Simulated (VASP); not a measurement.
# Mo (Fm-3m) in VASP: further runs

Runs on Mo. Level: PBEsol. Tasks: single point.

All numbers are computed with VASP 6.6.1; they aren't measurements. Logs are shortened: lines on timing, memory, paths and dates and some standing lists are left out, and cuts for length are marked.

## 1. The cell of the first run

It takes space group Fm-3m (No. 225, cubic). The conventional cell has a = 4.177 Å, b = 4.177 Å, c = 4.177 Å, α = 90.00°, β = 90.00°, γ = 90.00°. Mo (site symmetry m-3m) has 12 Mo at 2.95 Å within 3.9 Å.

## 2. Single point, PBEsol (strained)

INCAR

```
SYSTEM = Mo
PREC = Accurate ; ENCUT = 520
EDIFF = 1E-6 ; ISMEAR = 0
SIGMA = 0.1 ; LREAL = .False.
LASPH = .True. ; NELM = 100
ALGO = Normal ; ISIF = 2
LWAVE = .False. ; LCHARG = .False.
GGA = PS ; NBANDS = 13
```

KPOINTS

```
regular mesh
0
Gamma
  18 18 18
  0 0 0
```

POSCAR

```
Mo
1.0
    0.0000000000      2.0885676500      2.0885676500
    2.0885676500      0.0000000000      2.0885676500
    2.0885676500      2.0885676500      0.0000000000
Mo
1
Direct
    0.0000000000      0.0000000000      0.0000000000
```

Potentials or basis: VASP PAW PBE potentials, release 64 (Mo_sv).

The run is started by

```bash
$ cat potpaw_PBE.64/Mo_sv/POTCAR > POTCAR
$ mpirun -np 1 vasp_std > vasp.out
```

OUTCAR:

```text
SYSTEM = Mo
   PREC = Accurate
   ENCUT = 520
   EDIFF = 1E-6
   ISMEAR = 0
   LREAL = .False.
   LASPH = .True.
   NELM = 100
   ISIF = 2
   GGA = PS

 ion  position               nearest neighbor table
   1  0.000  0.000  0.000-

  LATTYP: Found a face centered cubic cell.
 ALAT       =     4.1771353000

  Lattice vectors:

 A1 = (   0.0000000000,   2.0885676500,   2.0885676500)
 A2 = (   2.0885676500,   0.0000000000,   2.0885676500)
 A3 = (   2.0885676500,   2.0885676500,   0.0000000000)

Analysis of symmetry for initial positions (statically):
[... 33 lines left out ...]
                                     Primitive cell

  volume of cell :      18.2211

  direct lattice vectors                    reciprocal lattice vectors
     0.000000000  2.088567650  2.088567650    -0.239398518  0.239398518  0.239398518
     2.088567650  0.000000000  2.088567650     0.239398518 -0.239398518  0.239398518
     2.088567650  2.088567650  0.000000000     0.239398518  0.239398518 -0.239398518

  length of vectors
     2.953680697  2.953680697  2.953680697     0.414650396  0.414650396  0.414650396

  position of ions in fractional coordinates (direct lattice)
     0.000000000  0.000000000  0.000000000

  ion indices of the primitive-cell ions
   primitive index   ion index
                 1           1

----------------------------------------------------------------------------------------

 KPOINTS: regular mesh

Automatic generation of k-mesh.
 Grid dimensions read from file:
 generate k-points for:   18   18   18

 Generating k-lattice:

  Cartesian coordinates                     Fractional coordinates (reciprocal lattice)
    -0.013299918  0.013299918  0.013299918     0.055555556  0.000000000  0.000000000
     0.013299918 -0.013299918  0.013299918     0.000000000  0.055555556  0.000000000
     0.013299918  0.013299918 -0.013299918     0.000000000  0.000000000  0.055555556

  Length of vectors
     0.023036133  0.023036133  0.023036133

  Shift w.r.t. Gamma in fractional coordinates (k-lattice)
     0.000000000  0.000000000  0.000000000

 Subroutine IBZKPT returns following result:
 ===========================================

 Found    195 irreducible k-points:

 Following reciprocal coordinates:
            Coordinates               Weight
  0.000000  0.000000  0.000000      1.000000
  0.055556  0.000000  0.000000      8.000000
  0.111111  0.000000  0.000000      8.000000
  0.166667  0.000000  0.000000      8.000000
  0.222222  0.000000  0.000000      8.000000
  0.277778  0.000000  0.000000      8.000000
[... 16 lines left out ...]
 -0.277778  0.055556  0.000000     24.000000
 -0.222222  0.055556  0.000000     24.000000
 [... further k-points ...]
   k-points           NKPTS =    195   k-points in BZ     NKDIM =    195   number of bands    NBANDS=     13
   number of dos      NEDOS =    301   number of ions     NIONS =      1
   total plane-waves  NPLWV =  13824
   dimension x,y,z NGX =    24 NGY =   24 NGZ =   24
   dimension x,y,z NGXF=    48 NGYF=   48 NGZF=   48
   ions per type =               1
   NGX,Y,Z   is equivalent  to a cutoff of  13.51, 13.51, 13.51 a.u.
   NGXF,Y,Z  is equivalent  to a cutoff of  27.02, 27.02, 27.02 a.u.
 SYSTEM =  Mo
   PREC   = accura    normal or accurate (medium, high low for compatibility)
   ISTART =      0    job   : 0-new  1-cont  2-samecut
   ICHARG =      2    charge: 1-file 2-atom 10-const
   ISPIN  =      1    spin polarized calculation?
   LNONCOLLINEAR =      F non collinear calculations
   LSORBIT =      F    spin-orbit coupling
   LASPH  =      T    aspherical Exc in radial PAW
   ENCUT  =  520.0 eV  38.22 Ry    6.18 a.u.   5.49  5.49  5.49*2*pi/ulx,y,z
   NELM   =    100;   NELMIN=  2; NELMDL= -5     # of ELM steps
   EDIFF  = 0.1E-05   stopping-criterion for ELM
   LREAL  =      F    real-space projection
   EDIFFG = 0.1E-04   stopping-criterion for IOM
   NSW    =      0    number of steps for IOM
   IBRION =     -1    ionic relax: 0-MD 1-quasi-New 2-CG
   NFREE  =      0    steps in history (QN), initial steepest desc. (CG)
   ISIF   =      2    stress and relaxation
   ISYM   =      2    0-nonsym 1-usesym 2-fastsym
   POTIM  = 0.5000    time-step for ionic-motion
   TEBEG  =    0.0;   TEEND  =   0.0 temperature during run
   PSTRESS=    0.0 pullay stress
   NELECT =      14.0000    total number of electrons
   NUPDOWN=      -1.0000    fix difference up-down
   EMIN   =  10.00;   EMAX   =-10.00  energy-range for DOS
   EFERMI =   0.00;   METHOD = LEGACY
   ISMEAR =     0;   SIGMA  =   0.10  broadening in eV -4-tet -1-fermi 0-gaus
   EFERMI_NEDOS =   21; number of points for ismear=-14 and -15
   IALGO  =     38    algorithm
   IMIX   =      4    mixing-type and parameters
     AMIX     =   0.40;   BMIX     =  1.00
     AMIX_MAG =   1.60;   BMIX_MAG =  1.00
  volume/ion in A,a.u.               =      18.22       122.96
  Fermi-wavevector in a.u.,A,eV,Ry     =   1.499428  2.833508 30.589767  2.248284
  Thomas-Fermi vector in A             =   2.611059
   LORBIT       =      0    0 simple, 1 ext, 2 COOP (PROOUT), +10 PAW based schemes
   GGA     = PS    functional components
   LHFCALC =     F    Hartree Fock is set to
   AEXX    =    0.0000 exact exchange contribution
   IVDW    =     0    specifies the selected vdW correction
   LEPSILON=     F    determine dielectric tensor
   LRPA    =     F    only Hartree local field effects (RPA)
 non-spin polarized calculation
 Gauss-broadening in eV      SIGMA  =   0.10
  energy-cutoff  :      520.00
  volume of cell :       18.22
 maximum number of plane-waves:       531
 NGX is ok and might be reduce to    24
   NGX = 11   NGY = 11   NGZ = 11

 number of electron      14.0000000 magnetization

 Free energy of the ion-electron system (eV)
  ---------------------------------------------------
  ext. energy  EPLUGINS =         0.00000000
  ---------------------------------------------------
  free energy    TOTEN  =       -11.06998654 eV

  energy without entropy =      -11.06213988  energy(sigma->0) =      -11.06606321

 E-fermi :   9.7750     XC(G=0): -12.6686

 val. band max:        9.7675007931   @ k =  -0.4444   0.1667   0.0000
 cond. band min:       9.7757223204   @ k =  -0.4444   0.1667   0.0556
 fundamental gap:      0.0082215274
 Fermi energy:         9.7749814645

 k-point     1 :       0.0000    0.0000    0.0000
  band No.  band energies     occupation
      1     -50.9334      2.00000
      2     -24.5166      2.00000
      3     -24.5166      2.00000
      4     -24.5166      2.00000
      5       3.4280      2.00000
      6       9.2299      2.00000
      7       9.2299      2.00000
      8       9.2299      2.00000
      9      11.4357      0.00000
     10      11.4357      0.00000
     11      22.7617      0.00000
     12      27.3764      0.00000
     13      27.3764      0.00000

 k-point     2 :       0.0556    0.0000    0.0000
  band No.  band energies     occupation
      1     -50.9295      2.00000
      2     -24.5437      2.00000
      3     -24.5201      2.00000
      4     -24.5201      2.00000
      5       3.5382      2.00000
      6       9.1588      2.00000
      7       9.2787      2.00000
      8       9.2787      2.00000
      9      11.3997      0.00000
     10      11.3997      0.00000
     11      22.9637      0.00000
     12      26.8430      0.00000
     13      27.5660      0.00000

 k-point     3 :       0.1111    0.0000    0.0000
  band No.  band energies     occupation
      1     -50.9181      2.00000
      2     -24.6213      2.00000
      3     -24.5302      2.00000
      4     -24.5302      2.00000
      5       3.8565      2.00000
      6       8.9745      2.00000
      7       9.4059      2.00000
      8       9.4059      2.00000
      9      11.3199      0.00000
     10      11.3199      0.00000
     11      23.5153      0.00000
     12      25.7514      0.00000
     13      28.1177      0.00000

 k-point     4 :       0.1667    0.0000    0.0000
  band No.  band energies     occupation
      1     -50.9007      2.00000
      2     -24.7389      2.00000
      3     -24.5457      2.00000
      4     -24.5457      2.00000
      5       4.3412      2.00000
      6       8.7565      2.00000
      7       9.5455      1.99883
      8       9.5455      1.99883
      9      11.2829      0.00000
     10      11.2829      0.00000
     11      24.1290      0.00000
     12      24.7140      0.00000
     13      28.9838      0.00000

 k-point     5 :       0.2222    0.0000    0.0000
  band No.  band energies     occupation
      1     -50.8793      2.00000
      2     -24.8810      2.00000
      3     -24.5645      2.00000
      4     -24.5645      2.00000
      5       4.9057      2.00000
      6       8.6252      2.00000
      7       9.5940      1.98952
      8       9.5940      1.98952
      9      11.4115      0.00000
     10      11.4115      0.00000
     11      23.3548      0.00000
     12      24.9718      0.00000
     13      30.0865      0.00000
[... 257 lines left out ...]
 k-point    22 :      -0.3333    0.0556    0.0000
  band No.  band energies     occupation
      1     -50.8263      2.00000
      2     -25.2037      2.00000
      3     -24.6371      2.00000
      4     -24.6026      2.00000
      5       5.8212      2.00000
      6       9.2409      2.00000
      7       9.3028      2.00000
      8       9.3675      2.00000
      9      12.0882      0.00000
     10      12.8233      0.00000
     11      21.0615      0.00000
     12      23.8196      0.00000
     13      28.4891      0.00000

 k-point    23 :      -0.2778    0.0556    0.0000
  band No.  band energies     occupation
      1     -50.8466      2.00000
      2     -25.0766      2.00000
      3     -24.6204      2.00000
      4     -24.5826      2.00000
      5       5.6162      2.00000
      6       8.7438      2.00000
      7       9.4180      2.00000
      8       9.5294      1.99949
      9      11.5689      0.00000
     10      12.3284      0.00000
     11      22.1094      0.00000
     12      24.7161      0.00000
     13      29.4198      0.00000

 k-point    24 :      -0.2222    0.0556    0.0000
  band No.  band energies     occupation
      1     -50.8690      2.00000
      2     -24.9335      2.00000
      3     -24.5998      2.00000
      4     -24.5621      2.00000
      5       5.1779      2.00000
      6       8.5353      2.00000
      7       9.5602      1.99762
      8       9.6560      1.90750
      9      11.1636      0.00000
     10      11.8850      0.00000
     11      23.1332      0.00000
     12      25.1387      0.00000
     13      29.4143      0.00000

 [... further k-points ...]

------------------------ aborting loop because EDIFF is reached ----------------------------------------

  FORCE on cell =-STRESS in cart. coord.  units (eV):
  Direction    XX          YY          ZZ          XY          YZ          ZX
  --------------------------------------------------------------------------------------
  -------------------------------------------------------------------------------------
  Total       -3.3422476     -3.3422476     -3.3422476      0.0000000      0.0000000      0.0000000
  in kB     -293.8823880   -293.8823880   -293.8823880      0.0000000      0.0000000      0.0000000
  external PRESSURE =    -293.8823880 kB  Pullay stress =       0.0000000 kB

 VOLUME and BASIS-vectors are now :
 -----------------------------------------------------------------------------
  energy-cutoff  :      520.00
  volume of cell :       18.22
      direct lattice vectors                 reciprocal lattice vectors
     0.000000000  2.088567650  2.088567650    -0.239398518  0.239398518  0.239398518
     2.088567650  0.000000000  2.088567650     0.239398518 -0.239398518  0.239398518
     2.088567650  2.088567650  0.000000000     0.239398518  0.239398518 -0.239398518

 POSITION                                       TOTAL-FORCE (eV/Angst)
 -----------------------------------------------------------------------------------
      0.00000      0.00000      0.00000         0.000000      0.000000      0.000000
 -----------------------------------------------------------------------------------
    total drift:                               -0.000000      0.000000     -0.000000

  FREE ENERGIE OF THE ION-ELECTRON SYSTEM (eV)
  ---------------------------------------------------
  free  energy   TOTEN  =       -11.0699865378 eV

  energy  without entropy=      -11.0621398787  energy(sigma->0) =      -11.06606321
```

It took 12 s on 1 thread of Intel Xeon 6975P-C (Granite Rapids), shared host; peak memory 0.16 GiB.

Results:

| Property | Result |
| --- | --- |
| Free energy | -11.0700 eV |
| Pressure | -29.4 GPa |
| Band gap on the k mesh | zero (band 7 reaches 13.10 eV, above the bottom of band 8 at 9.23 eV) |

Caveat: the cell differs from its parent crystal (strained); the PAW data sets were made with another functional, which shifts forces and pressure a little.

## 3. Single point, PBEsol (strained)

INCAR

```
PREC     = Accurate       # precision mode
ENCUT    = 520            # plane-wave cutoff, eV
EDIFF    = 1E-7           # SCF threshold, eV
ISMEAR   = 0              # smearing method
SIGMA    = 0.1            # smearing width, eV
LREAL    = F              # projectors in reciprocal space
LASPH    = T              # aspherical terms in the spheres
NELM     = 80             # most SCF steps
ALGO     = Normal         # electronic algorithm
ISIF     = 2              # what is computed and relaxed
LWAVE    = F              # write WAVECAR
LCHARG   = T              # write CHGCAR
GGA      = PS             # functional
LELF     = T              # ELF
LVHAR    = T            
NBANDS   = 13             # bands
```

KPOINTS

```
Automatic mesh
0
Gamma
  18 18 18
```

POSCAR

```
Mo
1.0
    0.0000000000      2.0962851000      2.0962851000
    2.0962851000      0.0000000000      2.0962851000
    2.0962851000      2.0962851000      0.0000000000
Mo
1
Direct
    0.0000000000      0.0000000000      0.0000000000
```

Potentials or basis: VASP PAW PBE potentials, release 64 (Mo_sv).

The run is started by

```bash
$ cat potpaw_PBE.64/Mo_sv/POTCAR > POTCAR
$ mpirun -np 1 vasp_std > vasp.out
```

Run time: 13 s. Hardware: 1 thread of Intel Xeon 6975P-C (Granite Rapids), shared host; peak memory 0.17 GiB.

The run converged. Its results:

- Free energy: -11.0320 eV
- Pressure: -30.7 GPa
- Band gap on the k mesh: zero (band 7 reaches 12.89 eV, above the bottom of band 8 at 9.09 eV)

Levels at points of the mesh, in eV from the Fermi level:
```
           k point  band 3  band 4  band 5  band 6  band 7  band 8  band 9  band 10  band 11  band 12
(0.00, 0.00, 0.00)  -34.32  -34.32   -6.31   -0.53   -0.53   -0.53    1.63     1.63    12.97    17.54
(0.50, 0.00, 0.00)  -34.43  -34.43   -3.98   -0.68   -0.68    1.16    3.32     3.32     9.19    12.60
(0.50, 0.50, 0.00)  -34.62  -34.62   -4.11   -3.50    3.27    3.30    3.80     3.80    11.35    11.35
```

Caveat: the cell differs from its parent crystal (strained); the PAW data sets were made with another functional, which shifts forces and pressure a little.
